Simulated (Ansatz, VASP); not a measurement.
## Two plane-wave programs on Cs2Mo2PbO8

```
Cs Pb Mo O
1.0
     3.04927    1.76050    7.58196
    -3.04927    1.76050    7.58196
     0.00000   -3.52100    7.58196
Cs Pb Mo O
2 1 2 8
Direct
  0.80671 0.80671 0.80671
  0.19329 0.19329 0.19329
  0.00000 0.00000 0.00000
  0.60890 0.60890 0.60890
  0.39110 0.39110 0.39110
  0.68527 0.68527 0.68527
  0.31473 0.31473 0.31473
  0.26368 0.74434 0.74434
  0.74434 0.74434 0.26368
  0.74434 0.26368 0.74434
  0.73632 0.25566 0.25566
  0.25566 0.73632 0.25566
  0.25566 0.25566 0.73632
```

Alike in both runs: functional PBEsol; k mesh 6 × 6 × 6; occupations gaussian, width 0.02 eV; no spin polarisation.

Ansatz relaxed the structure, and its values are those at the end. VASP's run is a single point on that final structure, the one shown.

|  | VASP | Ansatz |
| --- | --- | --- |
| version | VASP 6.6.1 | Ansatz 0.2.0 |
| potentials or method | VASP PAW PBE potentials, release 64 (Cs_sv, Pb_d, Mo_sv, O), cutoff 520 eV | scalar-relativistic, plane waves, PAW |
| valence electrons in the cell | 108 | 108 |

Ansatz gave:

```
gap on the k mesh at the Fermi level (eV) : 3.46
least direct gap on the mesh (eV)         : 3.46
pressure (GPa)                            : 0.0
rms of the force components (eV/Å)        : 0.000
```

Estimate VASP's values.

gap on the k mesh at the Fermi level (eV): 3.46; least direct gap on the mesh (eV): 3.46; pressure (GPa): 0.3; rms of the force components (eV/Å): 0.044.

VASP's potentials were made for PBE, not for PBEsol. With one functional, cell and mesh, what is left measures potentials, basis and numerics.

Spin-orbit coupling is off throughout.
